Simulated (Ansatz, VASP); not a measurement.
## One calculation of Cd, two programs

INCAR

```
ALGO = Normal ; EDIFF = 1E-6
ENCUT = 630 ; GGA_COMPAT = False
ISIF = 2 ; ISMEAR = 0
LASPH = True ; LCHARG = False
LREAL = False ; LWAVE = False
NBANDS = 27 ; NELM = 120
PREC = Accurate ; SIGMA = 0.01
```

The input KPOINTS:

```
k-points
0
Gamma
  13 13 6
```

POSCAR

```
Cd
1.0
    2.8818641727      0.0000000000      0.0000000000
   -1.4409320863      2.4957675838      0.0000000000
    0.0000000000      0.0000000000      5.6383707528
Cd
2
Direct
    0.3333333333      0.6666666667      0.2500000000
    0.6666666667      0.3333333333      0.7500000000
```

Input for Ansatz:

```yaml
crystal:
  lattice:
    - [2.8818641727, 0.0, 0.0]
    - [-1.4409320863, 2.4957675838, 0.0]
    - [0.0, 0.0, 5.6383707528]
  atoms:
    - { symbol: Cd, position: [0.3333333333, 0.6666666667, 0.25] }
    - { symbol: Cd, position: [0.6666666667, 0.3333333333, 0.75] }
hamiltonian:
  xc: lda
  pseudopotentials:
    kind: paw
    azcp:
      Cd: "pseudopotentials/Cd.paw.azcp"
basis:
  ecutwfc: 420
  fft_grid_basis: typed
kpoints:
  mp_grid: { grid: [13, 13, 6], shift: [0, 0, 0] }
magnetization:
  spin_polarized: false
scf:
  occupations: { method: gaussian, width: 0.01 }
  lower_state_search: "off"
output:
  stress: true
```

Alike in both runs: task single point; functional LDA; k mesh 13 × 13 × 6; occupations gaussian, width 0.01 eV; no spin polarisation.

|  | VASP | Ansatz |
| --- | --- | --- |
| version | VASP 6.6.1 | Ansatz 0.2.0 |
| potentials or method | VASP PAW LDA potentials, release 64 (Cd_sv_GW), cutoff 630 eV | plane waves (420 eV) with PAW, scalar-relativistic |
| valence electrons in the cell | 40 | 40 |

|  | VASP | Ansatz | Ansatz less VASP |
| --- | --- | --- | --- |
| pressure (GPa) | 0.0 | 0.0 | +0.05 |
| traceless stress, the component that is largest in VASP (GPa) | -2.25 | -2.11 | +0.137 |

Ansatz warns that its potentials were made for another functional, while VASP's fit it. LDA's correlation is that of Perdew and Zunger in VASP and of Perdew and Wang (1992) in Ansatz.
